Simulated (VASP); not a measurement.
Crystal: TePb.

```
CELL_PARAMETERS angstrom
0.00000 3.64149 3.64149
3.64149 0.00000 3.64149
3.64149 3.64149 0.00000
ATOMIC_POSITIONS crystal
Pb 0.00000 0.00000 0.00000
Te 0.25000 0.25000 0.25000
```

Base run:

| Quantity | Value |
| --- | --- |
| Program | VASP 6.6.1 |
| Functional | PBE-based global hybrid with 10 % exact exchange |
| Potentials or basis | VASP PAW PBE potentials, release 64 (Pb_d, Te) |
| Cutoff | 520 eV |
| k mesh | 4 × 4 × 4 |
| Occupations | gaussian, width 0.01 eV |
| Spin | no spin polarisation |

Its results: band gap on the k mesh 0.98 eV (least direct gap 1.62 eV); pressure 0.2 GPa.

Task: The run is repeated on the same cell with these changes: functional from PBE-based global hybrid with 10 % exact exchange to LDA; potentials or basis from VASP PAW PBE potentials, release 64 (Pb_d, Te) to VASP PAW LDA potentials, release 64 (Pb_d, Te). What comes out?

Result: Band gap on the k mesh 0.45 eV (least direct gap 1.07 eV); pressure -1.7 GPa.

Caveats: spin-orbit coupling is left out, which moves the levels of the heavy elements; the PAW data sets were made with another functional, which shifts forces and pressure a little (at least some runs).

A k mesh can miss the band edges.
